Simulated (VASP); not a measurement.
# Bi (P6/mmm) in VASP: further runs, part 2 of 2

VASP 6.6.1.

### Step 4. Relaxation of cell and atoms, LDA

This run uses another cell than the first one, of 31.85 Å³/atom, 0.958 times its volume.

File INCAR:

```
SYSTEM = Bi
PREC     = Accurate       ! precision mode
ENCUT    = 600            ! plane-wave cutoff, eV
EDIFF    = 1E-6           ! SCF threshold, eV
ISMEAR   = -1             ! smearing method
SIGMA    = 0.1            ! smearing width, eV
LREAL    = .False.        ! projectors in reciprocal space
LASPH    = .True.         ! aspherical terms in the spheres
NELM     = 100            ! most SCF steps
ALGO     = Normal         ! electronic algorithm
ISIF     = 3              ! what is computed and relaxed
LWAVE    = .False.        ! write WAVECAR
LCHARG   = .False.        ! write CHGCAR
GGA      = CA             ! functional
IBRION   = 2              ! ionic algorithm
NSW      = 80             ! ionic steps
EDIFFG   = -0.01          ! ionic threshold
```

File KPOINTS:

```
regular mesh
0
Gamma
  7 7 9
  0 0 0
```

File POSCAR:

```
Bi
1.0
    5.6460260353      0.0000000000      0.0000000000
   -2.8230130177      4.8896019770      0.0000000000
    0.0000000000      0.0000000000      3.4610139597
Bi
3
Direct
    0.0000000000      0.0000000000      0.0000000000
    0.3333333333      0.6666666667      0.5000000000
    0.6666666667      0.3333333333      0.5000000000
```

Potentials or basis: VASP PAW LDA potentials, release 64 (Bi_d).

On the command line:

```console
$ cat potpaw_LDA.64/Bi_d/POTCAR > POTCAR
$ mpirun -np 1 vasp_std > vasp.out
```

OUTCAR:

```text
SYSTEM = Bi
   PREC = Accurate
   ENCUT = 600
   EDIFF = 1E-6
   ISMEAR = -1
   LREAL = .False.
   LASPH = .True.
   NELM = 100
   ISIF = 3
   GGA = CA
   IBRION = 2
   NSW = 80
   EDIFFG = -0.01

 ion  position               nearest neighbor table
   1  0.000  0.000  0.000-   2 3.69   3 3.69   2 3.69   3 3.69   3 3.69   3 3.69   2 3.69   2 3.69
                             3 3.69   3 3.69   2 3.69   2 3.69
   2  0.333  0.667  0.500-   3 3.26   3 3.26   3 3.26   1 3.69   1 3.69   1 3.69   1 3.69   1 3.69
                             1 3.69
   3  0.667  0.333  0.500-   2 3.26   2 3.26   2 3.26   1 3.69   1 3.69   1 3.69   1 3.69   1 3.69
                             1 3.69

  LATTYP: Found a hexagonal cell.
 ALAT       =     5.6460260353
 C/A-ratio  =     0.6130000000

  Lattice vectors:

 A1 = (   5.6460260353,   0.0000000000,   0.0000000000)
 A2 = (  -2.8230130177,   4.8896019770,   0.0000000000)
 A3 = (   0.0000000000,   0.0000000000,   3.4610139597)

Analysis of symmetry for initial positions (statically):
=====================================================================
 Subroutine PRICEL returns:
 Original cell was already a primitive cell.

 Routine SETGRP: Setting up the symmetry group for a
 hexagonal supercell.

 Subroutine GETGRP returns: Found 24 space group operations
 (whereof 24 operations were pure point group operations)
 out of a pool of 24 trial point group operations.

The static configuration has the point symmetry D_6h.

Analysis of symmetry for dynamics (positions and initial velocities):
=====================================================================
 Subroutine PRICEL returns:
 Original cell was already a primitive cell.

 Routine SETGRP: Setting up the symmetry group for a
 hexagonal supercell.

 Subroutine GETGRP returns: Found 24 space group operations
 (whereof 24 operations were pure point group operations)
 out of a pool of 24 trial point group operations.

The dynamic configuration has the point symmetry D_6h.
[... 128 lines left out ...]
   AEXX    =    0.0000 exact exchange contribution
   IVDW    =     0    specifies the selected vdW correction
   LEPSILON=     F    determine dielectric tensor
   LRPA    =     F    only Hartree local field effects (RPA)
 conjugate gradient relaxation of ions
 non-spin polarized calculation
  energy-cutoff  :      600.00
  volume of cell :       95.55
 maximum number of plane-waves:      3212
 NGX is ok and might be reduce to    48
   NGX = 23   NGY = 23   NGZ = 13

--------------------------------------- Ionic step        1  -------------------------------------------

 number of electron      45.0000003 magnetization

 Free energy of the ion-electron system (eV)
  ---------------------------------------------------
  ext. energy  EPLUGINS =         0.00000000
  ---------------------------------------------------
  free energy    TOTEN  =       -13.29513448 eV

  energy without entropy =      -13.22631741  energy(sigma->0) =      -13.26072594

------------------------ aborting loop because EDIFF is reached ----------------------------------------

  FORCE on cell =-STRESS in cart. coord.  units (eV):
  Direction    XX          YY          ZZ          XY          YZ          ZX
  --------------------------------------------------------------------------------------
  -------------------------------------------------------------------------------------
  Total       -1.8302997     -1.8302997     -2.8422304      0.0000000     -0.0000000     -0.0000000
  in kB      -30.6911423    -30.6911423    -47.6595704      0.0000000     -0.0000000     -0.0000000
  external PRESSURE =     -36.3472850 kB  Pullay stress =       0.0000000 kB
[... 283 lines left out ...]
--------------------------------------- Ionic step        9  -------------------------------------------

 number of electron      45.0000005 magnetization

 Free energy of the ion-electron system (eV)
  ---------------------------------------------------
  ext. energy  EPLUGINS =         0.00000000
  ---------------------------------------------------
  free energy    TOTEN  =       -13.38883027 eV

  energy without entropy =      -13.32354586  energy(sigma->0) =      -13.35618806

 E-fermi :   8.2552     XC(G=0): -10.7379

 val. band max:        8.2278141848   @ k =   0.4286   0.1429   0.4444
 cond. band min:       8.2556832697   @ k =   0.2857   0.1429   0.1111
 fundamental gap:      0.0278690848
 Fermi energy:         8.2552127522

 k-point     1 :       0.0000    0.0000    0.0000
  band No.  band energies     occupation
      1     -14.8793      2.00000
      2     -14.7696      2.00000
      3     -14.7539      2.00000
      4     -14.7450      2.00000
      5     -14.7450      2.00000
      6     -14.6592      2.00000
[... 709 lines left out ...]
     26      10.9428      0.00000
     27      11.7736      0.00000

 [... further k-points ...]

------------------------ aborting loop because EDIFF is reached ----------------------------------------

  FORCE on cell =-STRESS in cart. coord.  units (eV):
  Direction    XX          YY          ZZ          XY          YZ          ZX
  --------------------------------------------------------------------------------------
  -------------------------------------------------------------------------------------
  Total       -0.0058137     -0.0058137      0.0121328      0.0000000      0.0000000     -0.0000000
  in kB       -0.1043858     -0.1043858      0.2178442      0.0000000      0.0000000     -0.0000000
  external PRESSURE =       0.0030242 kB  Pullay stress =       0.0000000 kB
[... 18 lines left out ...]
  FREE ENERGIE OF THE ION-ELECTRON SYSTEM (eV)
  ---------------------------------------------------
  free  energy   TOTEN  =       -13.3888302657 eV

  energy  without entropy=      -13.3235458562  energy(sigma->0) =      -13.35618806

 reached required accuracy - stopping structural energy minimisation
```

CONTCAR:

```text
Bi
   1.00000000000000
     5.5880515312474461    0.0000000000006306   -0.0000000000000000
    -2.7940257656726630    4.8393945837183079    0.0000000000000001
     0.0000000000000000   -0.0000000000000000    3.2996893205334126
  Bi
     3
Direct
     0.0000000000000000    0.0000000000000000    0.0000000000000000
     0.3333333332999970    0.6666666667000030    0.5000000000000000
     0.6666666667000030    0.3333333332999970    0.5000000000000000

  0.00000000E+00  0.00000000E+00  0.00000000E+00
  0.00000000E+00  0.00000000E+00  0.00000000E+00
  0.00000000E+00  0.00000000E+00  0.00000000E+00
```

Run time: 3.6 min. Hardware: 1 thread of Intel Xeon 6975P-C (Granite Rapids), shared host; peak memory 0.27 GiB.

Results:

```yaml
Free_energy: -13.3888 eV
Relaxed_volume: 29.74 Å³/atom
Relaxed_cell: a = 5.588 Å, b = 5.588 Å, c = 3.300 Å, α = 90.00°, β = 90.00°, γ = 120.00°
Space_group_after_relaxing_to_0.05_Å: P6/mmm (No. 191)
Energy_gained_by_relaxing: 31.2 meV/atom
Ionic_steps: 9
Pressure_after_relaxing: 0.0 GPa
```

The path:
```
step  energy change (eV)  largest force (eV/Å)  pressure (GPa)  volume (Å³)
   1              0.0000                0.0000           -3.63        95.55
   2             -0.0634                0.0000            2.57        85.89
   3             -0.0850                0.0000            0.17        88.91
   4             -0.0916                0.0000            0.16        88.95
   5             -0.0936                0.0000            0.18        88.98
   6             -0.0936                0.0000            0.18        88.98
   7             -0.0936                0.0000            0.18        88.98
   8             -0.0936                0.0000           -0.14        89.45
   9             -0.0937                0.0000            0.00        89.23
```

Final structure:
```
CELL_PARAMETERS angstrom
5.58805 0.00000 0.00000
-2.79403 4.83939 0.00000
0.00000 0.00000 3.29969
ATOMIC_POSITIONS crystal
Bi 0.00000 0.00000 0.00000
Bi 0.33333 0.66667 0.50000
Bi 0.66667 0.33333 0.50000
```

Levels at points of the mesh, in eV from the Fermi level:
| k point | band 21 | band 22 | band 23 | band 24 | band 25 | band 26 |
| --- | --- | --- | --- | --- | --- | --- |
| (0.00, 0.00, 0.00) | -3.46 | -3.46 | 1.74 | 5.22 | 5.22 | 5.81 |

Caveat: spin-orbit coupling is left out, which moves the levels of the heavy elements.

### Step 5. Summary

| task | cell | k mesh | cutoff (eV) | gap on the mesh (eV) | pressure (GPa) |
| --- | --- | --- | --- | --- | --- |
| single point | a = 5.798, b = 5.798, c = 3.424 Å, angles 90.0, 90.0, 120.0°, 3 atoms | 8 × 8 × 11 | 520 | none | -5.4 |
| single point | a = 5.583, b = 5.583, c = 3.297 Å, angles 90.0, 90.0, 120.0°, 3 atoms | 9 × 9 × 13 | 520 | none | 0.2 |
| relaxation of cell and atoms | relaxed from a = 5.646, b = 5.646, c = 3.461 Å, angles 90.0, 90.0, 120.0°, 3 atoms | 7 × 7 × 9 | 600 | none | 0.0 |

Alike in all rows: level LDA; potentials or basis VASP PAW LDA potentials, release 64 (Bi_d); no spin polarisation; smearing fermi-dirac 0.1 eV.

Caveats: spin-orbit coupling is left out, which moves the levels of the heavy elements.

Total energies depend on the potentials used, so only differences within one code and one set of settings carry meaning.
